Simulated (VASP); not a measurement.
Wanted: the native input for a VASP 6.6.1 run.

```
Task                   : single point
Functional             : PBEsol
Potentials or basis    : VASP PAW PBE potentials, release 64 (Hf_pv)
Cutoff                 : 520 eV
k mesh                 : 4 × 4 × 4
Occupations            : gaussian, width 0.1 eV
Spin                   : no spin polarisation
Dipole correction      : no
Further INCAR settings : ALGO = Normal; EDIFF = 1e-06; NBANDS = 50
```

The structure of Hf lies in POSCAR:

```
Hf
1.0
    5.6515752618      0.0000000000      0.0000000000
    0.0000000000      5.6515752618      0.0000000000
    0.0000000000      0.0000000000      5.6515752618
Hf
8
Direct
    0.5000000000      0.5000000000      0.5000000000
    0.0000000000      0.0000000000      0.0000000000
    0.2500000000      0.0000000000      0.5000000000
    0.5000000000      0.2500000000      0.0000000000
    0.5000000000      0.7500000000      0.0000000000
    0.7500000000      0.0000000000      0.5000000000
    0.0000000000      0.5000000000      0.7500000000
    0.0000000000      0.5000000000      0.2500000000
```

The input as run:

INCAR

```
SYSTEM = Hf
PREC = Accurate
ENCUT = 520
EDIFF = 1E-6
ISMEAR = 0
SIGMA = 0.1
LREAL = .FALSE.
LASPH = .TRUE.
NELM = 80
ALGO = Normal
ISIF = 2
LWAVE = .FALSE.
LCHARG = .FALSE.
GGA = PS
NBANDS = 50
```

KPOINTS

```
Automatic mesh
0
G
  4 4 4
  0 0 0
```

Potentials or basis: VASP PAW PBE potentials, release 64 (Hf_pv).

The run is started by

```bash
$ cat potpaw_PBE.64/Hf_pv/POTCAR > POTCAR
$ mpirun -np 1 vasp_std > vasp.out
```

Results of the run:

```yaml
Pressure: -5.2 GPa
Band_gap_on_the_k_mesh: zero (band 40 reaches 4.27 eV, above the bottom of band 41 at 3.78 eV)
```

Caveat: the PAW data sets were made with another functional, which shifts forces and pressure a little; spin-orbit coupling is left out, which moves the levels of the heavy elements.

Run time: 44 s on 1 thread of Intel(R) Xeon(R) 6975P-C (Granite Rapids) (shared host), peak memory 0.27 GiB.
